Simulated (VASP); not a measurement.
# LaNiI (P4/mmm) in VASP: further runs, part 2 of 3

VASP 6.6.1.

## 3. Single point, PBE, collinear spin, ferromagnetic start

This run uses another cell than the first one, of 30.30 Å³/atom.

Contents of INCAR:

```
ALGO = Fast
EDIFF = 1E-6
ENCUT = 520
GGA = PE
ISIF = 2
ISMEAR = 0
ISPIN = 2
LASPH = True
LCHARG = False
LMAXMIX = 6
LORBIT = 11
LREAL = False
LWAVE = False
MAGMOM = 0 2 0
NBANDS = 25
NELM = 150
PREC = Accurate
SIGMA = 0.1
```

Contents of KPOINTS:

```
k-points
0
Gamma
  4 4 4
```

Contents of POSCAR:

```
LaNiI
1.0
    4.3852507200      0.0000000000      0.0000000000
    0.0000000000      4.3852507200      0.0000000000
    0.0000000000      0.0000000000      4.7266068100
La Ni I
1 1 1
Direct
    0.0000000000      0.0000000000      0.0000000000
    0.5000000000      0.5000000000      0.0000000000
    0.5000000000      0.5000000000      0.5000000000
```

Potentials or basis: VASP PAW PBE potentials, release 64 (La, Ni, I).

The run is started by

```sh
> cat potpaw_PBE.64/La/POTCAR potpaw_PBE.64/Ni/POTCAR potpaw_PBE.64/I/POTCAR > POTCAR
> mpirun -np 1 vasp_std > vasp.out
```

OUTCAR:

```text
EDIFF = 1E-6
   ENCUT = 520
   GGA = PE
   ISIF = 2
   ISMEAR = 0
   ISPIN = 2
   LASPH = True
   LORBIT = 11
   LREAL = False
   NELM = 150
   PREC = Accurate

 ion  position               nearest neighbor table
   1  0.000  0.000  0.000-   2 3.10   2 3.10   2 3.10   2 3.10
   2  0.500  0.500  0.000-   3 2.36   3 2.36   1 3.10   1 3.10   1 3.10   1 3.10
   3  0.500  0.500  0.500-   2 2.36   2 2.36

  LATTYP: Found a simple tetragonal cell.
 ALAT       =     4.3852507200
 C/A-ratio  =     1.0778418640

  Lattice vectors:

 A1 = (   4.3852507200,   0.0000000000,   0.0000000000)
 A2 = (   0.0000000000,   4.3852507200,   0.0000000000)
 A3 = (   0.0000000000,   0.0000000000,   4.7266068100)

Analysis of symmetry for initial positions (statically):
=====================================================================
 Subroutine PRICEL returns:
 Original cell was already a primitive cell.

 Routine SETGRP: Setting up the symmetry group for a
 simple tetragonal supercell.

 Subroutine GETGRP returns: Found 16 space group operations
 (whereof 16 operations were pure point group operations)
 out of a pool of 16 trial point group operations.

The static configuration has the point symmetry D_4h.

Analysis of symmetry for dynamics (positions and initial velocities):
=====================================================================
 Subroutine PRICEL returns:
 Original cell was already a primitive cell.

 Routine SETGRP: Setting up the symmetry group for a
 simple tetragonal supercell.

 Subroutine GETGRP returns: Found 16 space group operations
 (whereof 16 operations were pure point group operations)
 out of a pool of 16 trial point group operations.

The dynamic configuration has the point symmetry D_4h.

Analysis of structural, dynamic, and magnetic symmetry:
[... 153 lines left out ...]
  ---------------------------------------------------
  free energy    TOTEN  =       -12.42540643 eV

  energy without entropy =      -12.41285838  energy(sigma->0) =      -12.41913241

 E-fermi :   7.3100     XC(G=0):  -9.3203

 val. band max:        7.2553515797   @ k =   0.0000   0.0000   0.2500
 cond. band min:       7.3140192203   @ k =   0.5000   0.2500   0.0000
 fundamental gap:      0.0586676407
 Fermi energy:         7.3099864839

 spin component 1

 k-point     1 :       0.0000    0.0000    0.0000
  band No.  band energies     occupation
      1     -26.3279      1.00000
      2     -10.0663      1.00000
      3      -9.8823      1.00000
      4      -9.8823      1.00000
      5      -7.9140      1.00000
      6       1.8156      1.00000
[... 493 lines left out ...]
     24       9.7932      0.00000
     25      10.6141      0.00000
 Fermi energy:         7.3099864839

 spin component 2

 k-point     1 :       0.0000    0.0000    0.0000
  band No.  band energies     occupation
      1     -26.3914      1.00000
      2     -10.1973      1.00000
      3      -9.9574      1.00000
      4      -9.9574      1.00000
      5      -7.9152      1.00000
      6       1.8041      1.00000
[... 493 lines left out ...]
     24       9.7254      0.00000
     25      10.3690      0.00000

------------------------ aborting loop because EDIFF is reached ----------------------------------------

  FORCE on cell =-STRESS in cart. coord.  units (eV):
  Direction    XX          YY          ZZ          XY          YZ          ZX
  --------------------------------------------------------------------------------------
  -------------------------------------------------------------------------------------
  Total       -3.4484086     -3.4484086      4.3696974      0.0000000     -0.0000000      0.0000000
  in kB      -60.7842373    -60.7842373     77.0235648      0.0000000     -0.0000000      0.0000000
  external PRESSURE =     -14.8483032 kB  Pullay stress =       0.0000000 kB

 VOLUME and BASIS-vectors are now :
 -----------------------------------------------------------------------------
  energy-cutoff  :      520.00
  volume of cell :       90.89
      direct lattice vectors                 reciprocal lattice vectors
     4.385250720  0.000000000  0.000000000     0.228037133  0.000000000  0.000000000
     0.000000000  4.385250720  0.000000000     0.000000000  0.228037133  0.000000000
     0.000000000  0.000000000  4.726606810     0.000000000  0.000000000  0.211568265

 POSITION                                       TOTAL-FORCE (eV/Angst)
 -----------------------------------------------------------------------------------
      0.00000      0.00000      0.00000         0.000000      0.000000      0.000000
      2.19263      2.19263      0.00000         0.000000      0.000000      0.000000
      2.19263      2.19263      2.36330         0.000000      0.000000      0.000000
 -----------------------------------------------------------------------------------
    total drift:                                0.000000      0.000000     -0.000000

  FREE ENERGIE OF THE ION-ELECTRON SYSTEM (eV)
  ---------------------------------------------------
  free  energy   TOTEN  =       -12.4254064290 eV

  energy  without entropy=      -12.4128583849  energy(sigma->0) =      -12.41913241

 total charge

# of ion       s       p       d       f       tot
--------------------------------------------------
    1        2.018   5.605   0.687   0.147   8.456
    2        0.510   0.369   8.523   0.000   9.402
    3        1.506   2.697   0.111   0.000   4.314
--------------------------------------------------
tot          4.034   8.671   9.320   0.147  22.172

 magnetization (x)

# of ion       s       p       d       f       tot
--------------------------------------------------
    1       -0.003  -0.003  -0.110  -0.015  -0.131
    2       -0.001  -0.019   0.017   0.000  -0.004
    3       -0.000   0.009  -0.004   0.000   0.005
--------------------------------------------------
tot         -0.004  -0.013  -0.097  -0.015  -0.130
```

stdout:

```text
POSCAR found type information on POSCAR LaNiI
 POSCAR found :  3 types and       3 ions
 scaLAPACK will be used
 LDA part: xc-table for (Slater+PW92), standard interpolation
 POSCAR, INCAR and KPOINTS ok, starting setup
 FFT: planning ... GRIDC
 FFT: planning ... GRID_SOFT
 FFT: planning ... GRID
 WAVECAR not read
 entering main loop
WARNING in EDDRMM: call to ZHEGV failed, returncode =   6  3      7
WARNING in EDDRMM: call to ZHEGV failed, returncode =   6  3     15
WARNING in EDDRMM: call to ZHEGV failed, returncode =   6  3     16
```

Run time: 4.7 min. Hardware: 1 thread of Oxide Virtual Turin-like, shared host; peak memory 0.27 GiB.

What came out:

* Free energy: -12.4254 eV
* Pressure: -1.5 GPa
* Net moment: -0.36 μB per cell
* Site moments: La -0.13; Ni -0.00; I +0.01 μB
* Valence electrons inside the program's atomic spheres: La 8.46; Ni 9.40; I 4.31

Stress tensor (GPa, compression positive):
```
-6.08  0.00  0.00
 0.00 -6.08  0.00
 0.00  0.00  7.70
```

Caveat: the stress differs along the axes, from -6 to 8 GPa; spin-orbit coupling is left out, which moves the levels of the heavy elements.

## 4. Single point, PBE

This run uses another cell than the first one, of 28.35 Å³/atom.

Contents of INCAR:

```
PREC     = Accurate       # precision mode
ENCUT    = 520            # plane-wave cutoff, eV
EDIFF    = 1E-6           # SCF threshold, eV
ISMEAR   = 0              # smearing method
SIGMA    = 0.1            # smearing width, eV
LREAL    = False          # projectors in reciprocal space
LASPH    = True           # aspherical terms in the spheres
NELM     = 60             # most SCF steps
ALGO     = Fast           # electronic algorithm
ISIF     = 2              # what is computed and relaxed
LWAVE    = False          # write WAVECAR
LCHARG   = False          # write CHGCAR
GGA      = PE             # functional
NBANDS   = 21             # bands
```

Contents of KPOINTS:

```
regular mesh
0
Gamma
  12 12 8
```

Contents of POSCAR:

```
LaNiI
1.0
    3.9736123278      0.0000000000      0.0000000000
    0.0000000000      3.9736123278      0.0000000000
    0.0000000000      0.0000000000      5.3873260498
La Ni I
1 1 1
Direct
    0.0000000000      0.0000000000      0.0000000000
    0.5000000000      0.5000000000      0.0000000000
    0.5000000000      0.5000000000      0.5000000000
```

Potentials or basis: VASP PAW PBE potentials, release 64 (La, Ni, I).

The run is started by

```sh
> cat potpaw_PBE.64/La/POTCAR potpaw_PBE.64/Ni/POTCAR potpaw_PBE.64/I/POTCAR > POTCAR
> mpirun -np 1 vasp_std > vasp.out
```

OUTCAR:

```text
PREC = Accurate
   ENCUT = 520
   EDIFF = 1E-6
   ISMEAR = 0
   LREAL = False
   LASPH = True
   NELM = 60
   ISIF = 2
   GGA = PE

 ion  position               nearest neighbor table
   1  0.000  0.000  0.000-   2 2.81   2 2.81   2 2.81   2 2.81
   2  0.500  0.500  0.000-   3 2.69   3 2.69   1 2.81   1 2.81   1 2.81   1 2.81
   3  0.500  0.500  0.500-   2 2.69   2 2.69

  LATTYP: Found a simple tetragonal cell.
 ALAT       =     3.9736123278
 C/A-ratio  =     1.3557754520

  Lattice vectors:

 A1 = (   3.9736123278,   0.0000000000,   0.0000000000)
 A2 = (   0.0000000000,   3.9736123278,   0.0000000000)
 A3 = (   0.0000000000,   0.0000000000,   5.3873260498)

Analysis of symmetry for initial positions (statically):
=====================================================================
 Subroutine PRICEL returns:
 Original cell was already a primitive cell.

 Routine SETGRP: Setting up the symmetry group for a
 simple tetragonal supercell.

 Subroutine GETGRP returns: Found 16 space group operations
 (whereof 16 operations were pure point group operations)
 out of a pool of 16 trial point group operations.

The static configuration has the point symmetry D_4h.

Analysis of symmetry for dynamics (positions and initial velocities):
=====================================================================
 Subroutine PRICEL returns:
 Original cell was already a primitive cell.

 Routine SETGRP: Setting up the symmetry group for a
 simple tetragonal supercell.

 Subroutine GETGRP returns: Found 16 space group operations
 (whereof 16 operations were pure point group operations)
 out of a pool of 16 trial point group operations.

The dynamic configuration has the point symmetry D_4h.

 Subroutine INISYM returns: Found 16 space group operations
 (whereof 16 operations are pure point group operations),
 and found     1 'primitive' translations

----------------------------------------------------------------------------------------

                                     Primitive cell

  volume of cell :      85.0637

  direct lattice vectors                    reciprocal lattice vectors
     3.973612328  0.000000000  0.000000000     0.251660182  0.000000000  0.000000000
     0.000000000  3.973612328  0.000000000     0.000000000  0.251660182  0.000000000
     0.000000000  0.000000000  5.387326050     0.000000000  0.000000000  0.185620842

  length of vectors
     3.973612328  3.973612328  5.387326050     0.251660182  0.251660182  0.185620842

  position of ions in fractional coordinates (direct lattice)
     0.000000000  0.000000000  0.000000000
     0.500000000  0.500000000  0.000000000
     0.500000000  0.500000000  0.500000000

  ion indices of the primitive-cell ions
   primitive index   ion index
                 1           1
                 2           2
                 3           3

----------------------------------------------------------------------------------------

 KPOINTS: regular mesh

Automatic generation of k-mesh.
 Grid dimensions read from file:
 generate k-points for:   12   12    8

 Generating k-lattice:

  Cartesian coordinates                     Fractional coordinates (reciprocal lattice)
     0.020971682  0.000000000  0.000000000     0.083333333  0.000000000  0.000000000
     0.000000000  0.020971682  0.000000000     0.000000000  0.083333333  0.000000000
     0.000000000  0.000000000  0.023202605     0.000000000  0.000000000  0.125000000

  Length of vectors
     0.020971682  0.020971682  0.023202605

  Shift w.r.t. Gamma in fractional coordinates (k-lattice)
     0.000000000  0.000000000  0.000000000

 Subroutine IBZKPT returns following result:
 ===========================================

 Found    140 irreducible k-points:

 Following reciprocal coordinates:
            Coordinates               Weight
  0.000000  0.000000  0.000000      1.000000
  0.083333  0.000000  0.000000      4.000000
  0.166667  0.000000  0.000000      4.000000
  0.250000  0.000000  0.000000      4.000000
  0.333333  0.000000  0.000000      4.000000
  0.416667  0.000000  0.000000      4.000000
[... 16 lines left out ...]
  0.333333  0.333333  0.000000      4.000000
  0.416667  0.333333  0.000000      8.000000
 [... further k-points ...]
   k-points           NKPTS =    140   k-points in BZ     NKDIM =    140   number of bands    NBANDS=     21
   number of dos      NEDOS =    301   number of ions     NIONS =      3
   total plane-waves  NPLWV =  36000
   dimension x,y,z NGX =    30 NGY =   30 NGZ =   40
   dimension x,y,z NGXF=    60 NGYF=   60 NGZF=   80
   ions per type =               1   1   1
   NGX,Y,Z   is equivalent  to a cutoff of  12.55, 12.55, 12.34 a.u.
   NGXF,Y,Z  is equivalent  to a cutoff of  25.10, 25.10, 24.69 a.u.
 SYSTEM =  unknown system
   PREC   = accura    normal or accurate (medium, high low for compatibility)
   ISTART =      0    job   : 0-new  1-cont  2-samecut
   ICHARG =      2    charge: 1-file 2-atom 10-const
   ISPIN  =      1    spin polarized calculation?
   LNONCOLLINEAR =      F non collinear calculations
   LSORBIT =      F    spin-orbit coupling
   LASPH  =      T    aspherical Exc in radial PAW
   ENCUT  =  520.0 eV  38.22 Ry    6.18 a.u.   7.39  7.39 10.02*2*pi/ulx,y,z
   NELM   =     60;   NELMIN=  2; NELMDL= -5     # of ELM steps
   EDIFF  = 0.1E-05   stopping-criterion for ELM
   LREAL  =      F    real-space projection
[... 7 lines left out ...]
   TEBEG  =    0.0;   TEEND  =   0.0 temperature during run
   PSTRESS=    0.0 pullay stress
   NELECT =      28.0000    total number of electrons
   NUPDOWN=      -1.0000    fix difference up-down
   EMIN   =  10.00;   EMAX   =-10.00  energy-range for DOS
   EFERMI =   0.00;   METHOD = LEGACY
   ISMEAR =     0;   SIGMA  =   0.10  broadening in eV -4-tet -1-fermi 0-gaus
   EFERMI_NEDOS =   21; number of points for ismear=-14 and -15
   IALGO  =     68    algorithm
   IMIX   =      4    mixing-type and parameters
     AMIX     =   0.40;   BMIX     =  1.00
     AMIX_MAG =   1.60;   BMIX_MAG =  1.00
  volume/ion in A,a.u.               =      28.35       191.35
  Fermi-wavevector in a.u.,A,eV,Ry     =   1.130350  2.136051 17.384029  1.277690
  Thomas-Fermi vector in A             =   2.267046
   LORBIT       =      0    0 simple, 1 ext, 2 COOP (PROOUT), +10 PAW based schemes
   GGA     = PE    functional components
   LHFCALC =     F    Hartree Fock is set to
   AEXX    =    0.0000 exact exchange contribution
   IVDW    =     0    specifies the selected vdW correction
   LEPSILON=     F    determine dielectric tensor
   LRPA    =     F    only Hartree local field effects (RPA)
 non-spin polarized calculation
 RMM-DIIS sequential band-by-band and
 Gauss-broadening in eV      SIGMA  =   0.10
  energy-cutoff  :      520.00
  volume of cell :       85.06
 maximum number of plane-waves:      2332
 NGX is ok and might be reduce to    30
   NGX = 15   NGY = 15   NGZ = 21

 number of electron      27.9999978 magnetization

 Free energy of the ion-electron system (eV)
  ---------------------------------------------------
  ext. energy  EPLUGINS =         0.00000000
  ---------------------------------------------------
  free energy    TOTEN  =       -13.17588812 eV

  energy without entropy =      -13.17007286  energy(sigma->0) =      -13.17298049

 E-fermi :   7.7235     XC(G=0):  -9.5796

 val. band max:        7.7170355622   @ k =   0.3333   0.1667   0.1250
 cond. band min:       7.7420740131   @ k =   0.3333   0.1667   0.0000
 fundamental gap:      0.0250384509
 Fermi energy:         7.7235283348

 k-point     1 :       0.0000    0.0000    0.0000
  band No.  band energies     occupation
      1     -25.4931      2.00000
      2      -9.4336      2.00000
      3      -9.0213      2.00000
      4      -9.0213      2.00000
      5      -6.8164      2.00000
      6       2.5893      2.00000
[... 13 lines left out ...]
     20       9.5468      0.00000
     21       9.5804      0.00000

 k-point     2 :       0.0833    0.0000    0.0000
  band No.  band energies     occupation
      1     -25.4905      2.00000
      2      -9.4296      2.00000
      3      -9.0660      2.00000
      4      -9.0206      2.00000
      5      -6.7879      2.00000
      6       2.5834      2.00000
[... 13 lines left out ...]
     20       9.4617      0.00000
     21       9.5235      0.00000
[... 487 lines left out ...]
      5      -6.3242      2.00000
      6       2.8137      2.00000
[... 13 lines left out ...]
     20       9.5058      0.00000
     21       9.6380      0.00000

 k-point    24 :       0.4167    0.3333    0.0000
  band No.  band energies     occupation
      1     -25.4332      2.00000
      2      -9.4682      2.00000
      3      -9.3538      2.00000
      4      -9.3352      2.00000
      5      -6.2785      2.00000
      6       2.7092      2.00000
[... 13 lines left out ...]
     20       9.5251      0.00000
     21       9.5983      0.00000

 [... further k-points ...]
[... 5 lines left out ...]
  --------------------------------------------------------------------------------------
  -------------------------------------------------------------------------------------
  Total       -0.2151765     -0.2151765     -0.2689300      0.0000000      0.0000000     -0.0000000
  in kB       -4.0528554     -4.0528554     -5.0653051      0.0000000      0.0000000     -0.0000000
  external PRESSURE =      -4.3903387 kB  Pullay stress =       0.0000000 kB

 VOLUME and BASIS-vectors are now :
 -----------------------------------------------------------------------------
  energy-cutoff  :      520.00
  volume of cell :       85.06
      direct lattice vectors                 reciprocal lattice vectors
     3.973612328  0.000000000  0.000000000     0.251660182  0.000000000  0.000000000
     0.000000000  3.973612328  0.000000000     0.000000000  0.251660182  0.000000000
     0.000000000  0.000000000  5.387326050     0.000000000  0.000000000  0.185620842

 POSITION                                       TOTAL-FORCE (eV/Angst)
 -----------------------------------------------------------------------------------
      0.00000      0.00000      0.00000         0.000000      0.000000      0.000000
      1.98681      1.98681      0.00000         0.000000      0.000000      0.000000
      1.98681      1.98681      2.69366         0.000000      0.000000      0.000000
 -----------------------------------------------------------------------------------
    total drift:                               -0.000000      0.000000     -0.000000

  FREE ENERGIE OF THE ION-ELECTRON SYSTEM (eV)
  ---------------------------------------------------
  free  energy   TOTEN  =       -13.1758881172 eV

  energy  without entropy=      -13.1700728567  energy(sigma->0) =      -13.17298049
```

Wall time 12 min (1 thread of Oxide Virtual Turin-like, shared host); peak memory 0.42 GiB.

Results:

* Free energy: -13.1759 eV
* Pressure: -0.4 GPa
* Band gap on the k mesh: zero (bands 14 and 15 overlap by 2.13 eV)

Levels at points of the mesh, in eV from the Fermi level:
```csv
k point,band 11,band 12,band 13,band 14,band 15,band 16,band 17,band 18
"(0.00, 0.00, 0.00)",-2.77,-2.13,-2.13,-1.66,1.50,1.50,1.50,1.55
"(0.50, 0.00, 0.00)",-2.04,-1.90,-1.78,-1.04,-0.41,1.60,1.69,1.72
"(0.50, 0.50, 0.00)",-2.67,-2.29,-1.86,-1.50,0.03,1.46,1.46,1.78
"(0.00, 0.00, 0.50)",-2.76,-1.38,-1.38,1.25,1.34,1.37,1.45,1.45
"(0.50, 0.00, 0.50)",-1.78,-1.77,-1.54,-1.31,0.16,0.27,1.49,1.64
"(0.50, 0.50, 0.50)",-1.86,-1.75,-1.75,1.43,1.46,1.46,1.64,1.74
```

Caveat: spin-orbit coupling is left out, which moves the levels of the heavy elements; the run has no spin polarisation, though such a crystal can be magnetic. Spin polarisation is off, so any magnetic state and its effect on volume and gap are missing.

[end of part 2 of 3]

The gap in the log of VASP goes by the Fermi energy; the results here count the filled bands.